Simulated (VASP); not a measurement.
Nb: electric field gradients with PBEsol

Crystal: Nb.

```
CELL_PARAMETERS angstrom
0.00000 2.82968 2.82968
2.82968 0.00000 2.82968
2.82968 2.82968 0.00000
ATOMIC_POSITIONS crystal
Nb 0.87500 0.87500 0.87500
Nb 0.12500 0.12500 0.12500
```

This isn't the form of Nb at room conditions, which is bcc.

| Quantity | Value |
| --- | --- |
| Program | VASP 6.6.1 |
| Task | electric field gradients |
| Functional | PBEsol |
| Potentials or basis | VASP PAW PBE potentials, release 64 (Nb_sv) |
| Cutoff | 520 eV |
| k mesh | 9 × 9 × 9 |
| Occupations | fermi-dirac, width 0.05 eV |
| Spin | no spin polarisation |
| Dipole correction | no |
| Further INCAR settings | ALGO = Normal; EDIFF = 1e-08; NBANDS = 20 |

The pressure is 6.7 GPa, the band gap on the k mesh is zero (bands 13 and 14 overlap by 1.60 eV) and the largest electric field gradient by atom is under 0.05 V/Å² on every atom.

Levels at points of the mesh, in eV from the Fermi level:
| k point | band 11 | band 12 | band 13 | band 14 | band 15 | band 16 |
| --- | --- | --- | --- | --- | --- | --- |
| (0.00, 0.00, 0.00) | -1.89 | -0.61 | -0.61 | -0.61 | 2.15 | 2.15 |

It took 64 s on 1 thread of Intel Xeon 8259CL, on a shared host, peak memory 0.18 GiB.

Caveat: the cell stands under pressure; the PAW data sets were made with another functional, which shifts forces and pressure a little.
